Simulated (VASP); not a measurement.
# H6C3F4 in VASP: further runs, part 2 of 3

VASP 6.6.1.

### 3 Single point, r2SCAN+D3(BJ)

Input file POSCAR:

```
H6C3F4
1.0
    7.9056630000      0.0000000000      0.0000000000
    0.0000000000      7.9056630000      0.0000000000
    0.0000000000      0.0000000000      7.9056630000
C H F
9 18 12
Direct
    0.8966104424      0.7415823316      0.0571995037
    0.8986469573      0.5781298798      0.1633512585
    0.8759290650      0.3354304376      0.7162460631
    0.7452126406      0.3613865150      0.5846188991
   -0.0342286283      0.8876674860      0.4865879054
    0.1180799131      0.7860567798      0.5334024483
    0.4258086893      0.5812921699      1.0019779492
    0.3664714775      0.1055572442      0.9517101855
    0.3219590817      0.2347810677      0.4121981926
    0.9952485958      0.7584057150     -0.0285491552
    0.7817307669      0.7486658614     -0.0237804217
    0.9013412284      0.8625336041      0.1334992397
    0.7846527230      0.5650253496      0.2334402567
    0.9145596011      0.4703337342      0.0801830283
    1.0035970418      0.5819246280      0.2506810624
    0.9456512376      0.4484380374      0.7664252827
    0.8108617835      0.2742590976      0.8245608243
    0.9754273614      0.2384999209      0.6881016810
    0.6798291301      0.2448624486      0.5640387150
    0.6471689977      0.4526881553      0.6115995584
    0.7937601185      0.3864571510      0.4587976998
   -0.1115276480      0.9247042278      0.5922336937
   -0.0024792355      1.0114268721      0.4396215725
   -0.1171944719      0.8231188200      0.4071891251
    0.2135684256      0.7676649005      0.4301094039
    0.1906607959      0.8594219106      0.6262978829
    0.0962095146      0.6592742443      0.5784081613
    0.4976053242      0.7314756523      1.0205975135
    0.3091075347      0.5734623396      1.1228280285
    0.3561118150      0.5669480219      0.8544254922
    0.5389554298      0.4605812315      1.0149812862
    0.4903953027      0.1158536609      1.0660459471
    0.2526796298     -0.0072226706      1.0010039639
    0.2812667325      0.2445968162      0.9433870379
    0.4353208580      0.0636505755      0.8059539092
    0.3989924691      0.0876460330      0.4252015296
    0.1846777430      0.2213223609      0.3245142122
    0.2735633937      0.2869968022      0.5672895493
    0.4242781409      0.3444619382      0.3398070472
```

Input file INCAR.step1:

```
SYSTEM = H6C3F4
ALGO = Normal
EDIFF = 1E-4
ENCUT = 520
GGA = PE
ISMEAR = -1
LASPH = .TRUE.
LCHARG = .FALSE.
LREAL = Auto
LWAVE = .TRUE.
NBANDS = 94
NELM = 100
PREC = Accurate
SIGMA = 0.02
```

Input file INCAR.step2:

```
SYSTEM = H6C3F4
ALGO = Normal
EDIFF = 1E-6
ENCUT = 520
ISIF = 2
ISMEAR = -1
ISTART = 1
IVDW = 12
LASPH = .TRUE.
LCHARG = .FALSE.
LMIXTAU = .TRUE.
LREAL = Auto
LWAVE = .FALSE.
METAGGA = R2SCAN
NBANDS = 94
NELM = 100
PREC = Accurate
SIGMA = 0.02
VDW_A1 = 0.49484001
VDW_A2 = 5.73083694
VDW_S6 = 1.0
VDW_S8 = 0.78981345
```

Input file KPOINTS:

```
k-points
0
G
  1 1 1
  0 0 0
```

Potentials or basis: VASP PAW PBE potentials, release 64 (C, H, F).

Run with:

```
> cat potpaw_PBE.64/C/POTCAR potpaw_PBE.64/H/POTCAR potpaw_PBE.64/F/POTCAR > POTCAR
> cp INCAR.step1 INCAR
> mpirun -np 1 vasp_gam > vasp.out
> cp INCAR.step2 INCAR
> mpirun -np 1 vasp_gam > vasp.out
```

OUTCAR:

```text
SYSTEM = H6C3F4
   EDIFF = 1E-6
   ENCUT = 520
   ISIF = 2
   ISMEAR = -1
   ISTART = 1
   IVDW = 12
   LASPH = .TRUE.
   LREAL = Auto
   METAGGA = R2SCAN
   NELM = 100
   PREC = Accurate
 IVDW          = 12

 ion  position               nearest neighbor table
   1  0.897  0.742  0.057-  10 1.04  11 1.11  12 1.13   2 1.54
   2  0.899  0.578  0.163-  13 1.06  15 1.08  14 1.08   1 1.54
   3  0.876  0.335  0.716-  17 1.11  18 1.12  16 1.12   4 1.48
   4  0.745  0.361  0.585-  19 1.07  20 1.08  21 1.08   3 1.48
   5  0.966  0.888  0.487-  24 1.04  22 1.08  23 1.08   6 1.49
   6  0.118  0.786  0.533-  27 1.08  26 1.10  25 1.12   5 1.49
   7  0.426  0.581  0.002-  30 1.30  31 1.31  28 1.32  29 1.33
   8  0.366  0.106  0.952-  34 1.29  35 1.32  33 1.33  32 1.34
   9  0.322  0.235  0.412-  37 1.29  39 1.32  36 1.32  38 1.35
  10  0.995  0.758  0.971-   1 1.04
  11  0.782  0.749  0.976-   1 1.11
  12  0.901  0.863  0.133-   1 1.13
  13  0.785  0.565  0.233-   2 1.06
  14  0.915  0.470  0.080-   2 1.08
  15  0.004  0.582  0.251-   2 1.08
[... 22 lines left out ...]
  38  0.274  0.287  0.567-   9 1.35
  39  0.424  0.344  0.340-   9 1.32

  LATTYP: Found a simple cubic cell.
 ALAT       =     7.9056630000

  Lattice vectors:

 A1 = (   7.9056630000,   0.0000000000,   0.0000000000)
 A2 = (   0.0000000000,   7.9056630000,   0.0000000000)
 A3 = (   0.0000000000,   0.0000000000,   7.9056630000)

Analysis of symmetry for initial positions (statically):
=====================================================================
 Subroutine PRICEL returns:
 Original cell was already a primitive cell.

 Routine SETGRP: Setting up the symmetry group for a
 simple cubic supercell.

 Subroutine GETGRP returns: Found  1 space group operations
 (whereof  1 operations were pure point group operations)
 out of a pool of 48 trial point group operations.

The static configuration has the point symmetry C_1 .

[... 184 lines left out ...]
  Fermi-wavevector in a.u.,A,eV,Ry     =   1.070113  2.022220 15.580595  1.145141
  Thomas-Fermi vector in A             =   2.205813
   LORBIT       =      0    0 simple, 1 ext, 2 COOP (PROOUT), +10 PAW based schemes
   METAGGA = R2SCAN    functional components
   LHFCALC =     F    Hartree Fock is set to
   AEXX    =    0.0000 exact exchange contribution
   IVDW    =    12    specifies the selected vdW correction
   LEPSILON=     F    determine dielectric tensor
   LRPA    =     F    only Hartree local field effects (RPA)
 non-spin polarized calculation
  energy-cutoff  :      520.00
  volume of cell :      494.10
 maximum number of plane-waves:      6651
 NGX is ok and might be reduce to    60
   NGX = 29   NGY = 29   NGZ = 29

 number of electron     137.9999980 magnetization

 Free energy of the ion-electron system (eV)
  ---------------------------------------------------
  ext. energy  EPLUGINS =         0.00000000
  ---------------------------------------------------
  free energy    TOTEN  =      -221.43203965 eV

  energy without entropy =     -221.43203965  energy(sigma->0) =     -221.43203965

 E-fermi :  -3.8843     XC(G=0):  -6.7770

 val. band max:       -4.3896383710   @ k =   0.0000   0.0000   0.0000
 cond. band min:       2.8112387977   @ k =   0.0000   0.0000   0.0000
 fundamental gap:      7.2008771687
 Fermi energy:        -3.8843251092

 k-point     1 :       0.0000    0.0000    0.0000
  band No.  band energies     occupation
      1     -33.5051      2.00000
      2     -33.4152      2.00000
      3     -33.4101      2.00000
      4     -30.6115      2.00000
      5     -30.4867      2.00000
      6     -30.4116      2.00000
[... 73 lines left out ...]
     80       6.1863      0.00000
     81       6.3469      0.00000
 [bands above 81 left out]

------------------------ aborting loop because EDIFF is reached ----------------------------------------

 Edisp (eV)   -0.64092

 E8    (eV) :    -0.1025

  FORCE on cell =-STRESS in cart. coord.  units (eV):
  Direction    XX          YY          ZZ          XY          YZ          ZX
  --------------------------------------------------------------------------------------
  -------------------------------------------------------------------------------------
  Total       7.07531     5.92953     8.98703     1.58518    -2.25534     2.31464
  in kB      22.94251    19.22720    29.14150     5.14014    -7.31321     7.50548
  external pressure =       23.77 kB  Pullay stress =        0.00 kB

 VOLUME and BASIS-vectors are now :
 -----------------------------------------------------------------------------
  energy-cutoff  :      520.00
  volume of cell :      494.10
      direct lattice vectors                 reciprocal lattice vectors
     7.905663000  0.000000000  0.000000000     0.126491605  0.000000000  0.000000000
     0.000000000  7.905663000  0.000000000     0.000000000  0.126491605  0.000000000
     0.000000000  0.000000000  7.905663000     0.000000000  0.000000000  0.126491605

 POSITION                                       TOTAL-FORCE (eV/Angst)
 -----------------------------------------------------------------------------------
      7.08830      5.86270      0.45220        -1.983162      0.947870      0.965305
      7.10440      4.57050      1.29140         0.846463      1.104811     -1.013209
      6.92480      2.65180      5.66240         1.191402     -0.694218      2.028793
      5.89140      2.85700      4.62180        -0.049363     -0.088164     -1.295253
      7.63506      7.01760      3.84680         0.204392      0.720152      0.880966
      0.93350      6.21430      4.21690         1.886246      0.445063     -0.308047
[... 31 lines left out ...]
      2.16270      2.26890      4.48480         0.609697      0.238274      0.131767
      3.35420      2.72320      2.68640         0.546080      0.593606      0.063074
 -----------------------------------------------------------------------------------
    total drift:                               -0.020638      0.007959      0.015490

  FREE ENERGIE OF THE ION-ELECTRON SYSTEM (eV)
  ---------------------------------------------------
  free  energy   TOTEN  =      -222.0729622011 eV

  energy  without entropy=     -222.0729622011  energy(sigma->0) =     -222.07296220
```

Wall time 2.9 min (1 thread of Intel Xeon 6975P-C (Granite Rapids), shared host); peak memory 0.53 GiB.

What came out:

- Free energy: -222.0730 eV
- Pressure: 2.4 GPa
- Largest force: 2.494 eV/Å
- Band gap on the k mesh: 7.20 eV
- Dispersion energy per atom: -0.016 eV

Forces on the atoms (eV/Å):
```
C   -1.983  0.948  0.965
C    0.846  1.105 -1.013
C    1.191 -0.694  2.029
C   -0.049 -0.088 -1.295
C    0.204  0.720  0.881
C    1.886  0.445 -0.308
C   -0.168  0.616  0.932
C    0.235 -1.093  0.853
C    0.174  0.290  1.317
H    1.766 -0.341 -1.092
H    0.449 -0.032  0.532
H   -0.300 -1.079 -0.313
H   -0.821 -0.135  0.468
H   -0.043 -0.326 -0.038
H    0.280 -0.146  0.299
H   -0.636 -0.527 -0.515
H    0.293  0.496  0.045
H   -0.607  0.687 -0.409
H   -0.516 -0.881  0.082
H   -0.025  0.478  0.333
H    0.339  0.488 -0.164
H   -0.218 -0.310  1.000
H    0.296  0.216 -0.806
H   -0.981 -0.696 -1.437
H   -0.816  0.278  0.150
H   -0.026 -0.414  0.271
H   -0.418 -0.274  0.451
F    0.663  0.681 -0.296
F   -0.459 -0.613  0.314
F   -0.996  0.248 -1.723
F    0.860 -0.652  0.604
F    0.092  0.067  0.230
F   -0.098 -1.472  0.172
F   -0.401  2.402 -0.538
F    0.070 -0.155 -0.730
F    0.366 -0.733  0.112
F   -1.604 -0.334 -1.558
F    0.610  0.238  0.132
F    0.546  0.594  0.063
```

Stress tensor (GPa, compression positive):
```
 2.29  0.51  0.75
 0.51  1.92 -0.73
 0.75 -0.73  2.91
```

Caveat: the k points lie up to 0.79 Å⁻¹ apart; the atoms stand as in a frame of molecular dynamics; the PAW data sets were made with another functional, which shifts forces and pressure a little.

### 4 Single point, r2SCAN+D3(BJ)

Input file POSCAR:

```
H6C3F4
1.0
    7.9056630000      0.0000000000      0.0000000000
    0.0000000000      7.9056630000      0.0000000000
    0.0000000000      0.0000000000      7.9056630000
C H F
9 18 12
Direct
    0.9180381203      0.7141336533      0.0425138284
    0.9027832327      0.5796351299      0.1758233307
    0.8604464926      0.3501161130      0.7265298306
    0.7185355612      0.3799681317      0.5994690135
   -0.0313572688      0.8811911158      0.4796941129
    0.1277944683      0.7820975926      0.5240294204
    0.4214194306      0.5868578005      1.0011431046
    0.3617533406      0.0957414957      0.9560867950
    0.3083359359      0.2225746278      0.4119199111
    1.0315643356      0.7270737445     -0.0309398465
    0.8174140486      0.6933890301     -0.0525699110
    0.8870603262      0.8517059227      0.0935911384
    0.7731040395      0.5702241545      0.2263946743
    0.9242994547      0.4556480589      0.1201290771
    0.9872037298      0.6004682972      0.2805710286
    0.9599194906      0.4468821907      0.7319436713
    0.8143782501      0.3393896249      0.8573600974
    0.9346844155      0.2411688937      0.6875704163
    0.6452083778      0.2676435866      0.5730196190
    0.6236921559      0.4732556903      0.6338873792
    0.7638069065      0.4308051077      0.4771010350
   -0.1035460277      0.9225159231      0.5916391832
    0.0148121669      1.0015478778      0.4277693092
   -0.1153982911      0.8298102259      0.3911752879
    0.2227770144      0.7741159723      0.4244552291
    0.1820087702      0.8371467390      0.6503312878
    0.0960703739      0.6589959628      0.5667709337
    0.5022349169      0.7322093036      1.0108829582
    0.3015180384      0.5661131774      1.1211456901
    0.3564027457      0.5662776164      0.8473672607
    0.5404227324      0.4686513958      1.0226593266
    0.4705614191      0.0981574853      1.0815791161
    0.2393853621     -0.0193279172      0.9984614826
    0.2938020505      0.2458364340      0.9366829828
    0.4389132195      0.0478897216      0.8218918514
    0.3755029781      0.0719231265      0.4175614367
    0.1678670088      0.2073450386      0.3227939263
    0.2684025363      0.2844163734      0.5659234399
    0.4076571440      0.3333306770      0.3331915362
```

Input file INCAR.step1:

```
ALGO     = Normal         # electronic algorithm
EDIFF    = 1E-4           # SCF threshold, eV
ENCUT    = 520            # plane-wave cutoff, eV
GGA      = PE             # functional
ISMEAR   = -1             # smearing method
LASPH    = True           # aspherical terms in the spheres
LCHARG   = False          # write CHGCAR
LREAL    = Auto         
LWAVE    = True           # write WAVECAR
NBANDS   = 94             # bands
NELM     = 100            # most SCF steps
PREC     = Accurate       # precision mode
SIGMA    = 0.02           # smearing width, eV
```

Input file INCAR.step2:

```
ALGO     = Normal         # electronic algorithm
EDIFF    = 1E-7           # SCF threshold, eV
ENCUT    = 520            # plane-wave cutoff, eV
ISIF     = 2              # what is computed and relaxed
ISMEAR   = -1             # smearing method
ISTART   = 1            
IVDW     = 12             # dispersion correction
LASPH    = True           # aspherical terms in the spheres
LCHARG   = False          # write CHGCAR
LMIXTAU  = True         
LREAL    = Auto         
LWAVE    = False          # write WAVECAR
METAGGA  = R2SCAN         # meta-GGA
NBANDS   = 94             # bands
NELM     = 100            # most SCF steps
PREC     = Accurate       # precision mode
SIGMA    = 0.02           # smearing width, eV
VDW_A1   = 0.49484001   
VDW_A2   = 5.73083694   
VDW_S6   = 1.0          
VDW_S8   = 0.78981345
```

Input file KPOINTS:

```
k-points
0
Gamma
  1 1 1
```

Potentials or basis: VASP PAW PBE potentials, release 64 (C, H, F).

Run with:

```
> cat potpaw_PBE.64/C/POTCAR potpaw_PBE.64/H/POTCAR potpaw_PBE.64/F/POTCAR > POTCAR
> cp INCAR.step1 INCAR
> mpirun -np 1 vasp_gam > vasp.out
> cp INCAR.step2 INCAR
> mpirun -np 1 vasp_gam > vasp.out
```

OUTCAR:

```text
EDIFF = 1E-7
   ENCUT = 520
   ISIF = 2
   ISMEAR = -1
   ISTART = 1
   IVDW = 12
   LASPH = True
   LREAL = Auto
   METAGGA = R2SCAN
   NELM = 100
   PREC = Accurate
 IVDW          = 12

 ion  position               nearest neighbor table
   1  0.918  0.714  0.043-  10 1.07  11 1.11  12 1.19   2 1.50
   2  0.903  0.580  0.176-  15 1.08  14 1.09  13 1.10   1 1.50
   3  0.860  0.350  0.727-  18 1.09  16 1.10  17 1.10   4 1.52
   4  0.719  0.380  0.599-  19 1.08  20 1.09  21 1.11   3 1.52
   5  0.969  0.881  0.480-  24 1.05  23 1.10  22 1.10   6 1.52
[... 370 lines left out ...]
  Total       1.41381     4.40224     0.75458    -1.61353    -1.14420     2.67207
  in kB       4.58443    14.27478     2.44682    -5.23208    -3.71021     8.66450
  external pressure =        7.10 kB  Pullay stress =        0.00 kB

 VOLUME and BASIS-vectors are now :
 -----------------------------------------------------------------------------
  energy-cutoff  :      520.00
  volume of cell :      494.10
      direct lattice vectors                 reciprocal lattice vectors
     7.905663000  0.000000000  0.000000000     0.126491605  0.000000000  0.000000000
     0.000000000  7.905663000  0.000000000     0.000000000  0.126491605  0.000000000
     0.000000000  0.000000000  7.905663000     0.000000000  0.000000000  0.126491605

 POSITION                                       TOTAL-FORCE (eV/Angst)
 -----------------------------------------------------------------------------------
      7.25770      5.64570      0.33610        -2.195329      2.578828     -0.076659
      7.13710      4.58240      1.39000        -0.366087     -0.342477     -0.106277
      6.80240      2.76790      5.74370         0.278696      0.290219      0.105118
      5.68050      3.00390      4.73920         0.149747      0.846969     -0.685521
      7.65776      6.96640      3.79230         1.346843      2.092779      1.064455
      1.01030      6.18300      4.14280         0.075772      0.931323      2.301360
[... 31 lines left out ...]
      2.12190      2.24850      4.47400         0.408380     -0.468454     -0.209942
      3.22280      2.63520      2.63410         0.506697     -0.058597      0.284154
 -----------------------------------------------------------------------------------
    total drift:                               -0.001195     -0.035050     -0.030434

  FREE ENERGIE OF THE ION-ELECTRON SYSTEM (eV)
  ---------------------------------------------------
  free  energy   TOTEN  =      -222.0266949793 eV

  energy  without entropy=     -222.0266949792  energy(sigma->0) =     -222.02669498
```

OUTCAR.step1:

```text
EDIFF = 1E-4
   ENCUT = 520
   GGA = PE
   ISMEAR = -1
   LASPH = True
   LREAL = Auto
   NELM = 100
[... 393 lines left out ...]
      7.65776      6.96640      3.79230         1.401478      1.949056      1.102427
      1.01030      6.18300      4.14280         0.028766      1.023758      2.216551
[... 31 lines left out ...]
      2.12190      2.24850      4.47400         0.270532     -0.255222      0.244394
      3.22280      2.63520      2.63410         0.804093      0.279129      0.087094
 -----------------------------------------------------------------------------------
    total drift:                               -0.010440     -0.027625     -0.028912

  FREE ENERGIE OF THE ION-ELECTRON SYSTEM (eV)
  ---------------------------------------------------
  free  energy   TOTEN  =      -196.9664438070 eV

  energy  without entropy=     -196.9664438069  energy(sigma->0) =     -196.96644381
```

OSZICAR.step1:

```text
N       E                     dE             d eps       ncg     rms          rms(c)
DAV:   1     0.119279526231E+04    0.11928E+04   -0.79323E+04   196   0.138E+03
DAV:   2    -0.107386441547E+03   -0.13002E+04   -0.12521E+04   226   0.340E+02
DAV:   3    -0.215525009002E+03   -0.10814E+03   -0.10763E+03   224   0.105E+02
DAV:   4    -0.217490653270E+03   -0.19656E+01   -0.19614E+01   232   0.158E+01
DAV:   5    -0.217535562076E+03   -0.44909E-01   -0.44888E-01   240   0.222E+00    0.253E+01
DAV:   6    -0.199694696135E+03    0.17841E+02   -0.41433E+01   216   0.203E+01    0.121E+01
DAV:   7    -0.197639228018E+03    0.20555E+01   -0.71602E+00   232   0.101E+01    0.649E+00
DAV:   8    -0.197078491649E+03    0.56074E+00   -0.82720E-01   248   0.422E+00    0.183E+00
DAV:   9    -0.196992186272E+03    0.86305E-01   -0.22780E-01   240   0.196E+00    0.568E-01
DAV:  10    -0.196976215192E+03    0.15971E-01   -0.32743E-02   240   0.834E-01    0.245E-01
DAV:  11    -0.196967838022E+03    0.83772E-02   -0.85752E-03   232   0.527E-01    0.135E-01
DAV:  12    -0.196966646777E+03    0.11912E-02   -0.55339E-03   240   0.332E-01    0.727E-02
DAV:  13    -0.196966487601E+03    0.15918E-03   -0.95011E-04   240   0.139E-01    0.385E-02
DAV:  14    -0.196966443807E+03    0.43794E-04   -0.14993E-04   168   0.627E-02
   1 F= -.19696644E+03 E0= -.19696644E+03  d E =-.312366E-10
```

Run time: 2.9 min. Hardware: 1 thread of Intel Xeon 6975P-C (Granite Rapids), shared host; peak memory 0.54 GiB.

Results:

```yaml
Free_energy: -222.0267 eV
Pressure: 0.7 GPa
Largest_force: 3.388 eV/Å
Band_gap_on_the_k_mesh: 7.33 eV
Dispersion_energy_per_atom: -0.016 eV
```

Forces on the atoms (eV/Å):
```
C   -2.195  2.579 -0.077
C   -0.366 -0.342 -0.106
C    0.279  0.290  0.105
C    0.150  0.847 -0.686
C    1.347  2.093  1.064
C    0.076  0.931  2.301
C    0.396 -1.206  0.120
C   -1.215 -0.947  1.708
C   -0.764  1.054 -0.123
H    0.782 -0.329  0.138
H    0.289  0.066  0.161
H    0.571 -2.040 -0.562
H    0.294  0.344 -0.099
H    0.332 -0.225  0.043
H    0.360 -0.178  0.315
H   -0.475  0.423 -0.206
H    0.052 -0.368 -0.321
H   -0.202 -0.528  0.263
H    0.088 -0.523 -0.021
H    0.000  0.280  0.608
H    0.158 -0.483  0.323
H    0.137 -0.507 -0.077
H   -0.441 -0.134 -0.140
H   -0.794 -0.901 -0.975
H   -0.020  0.160  0.094
H   -0.250 -0.374 -1.991
H   -0.233 -1.353 -0.008
F   -0.531  0.999  0.306
F    0.545  0.702 -0.777
F   -0.479  0.372  0.012
F    0.081 -0.618  0.217
F    0.808  0.247  1.012
F    0.163  0.561 -0.425
F   -0.642  0.593 -0.183
F    0.795 -0.639 -2.258
F    1.053 -0.668  0.750
F   -1.065  0.350 -0.580
F    0.408 -0.468 -0.210
F    0.507 -0.059  0.284
```

Caveat: the k points lie up to 0.79 Å⁻¹ apart; the atoms stand as in a frame of molecular dynamics; the PAW data sets were made with another functional, which shifts forces and pressure a little.

(Part 2 of 3 ends here.)
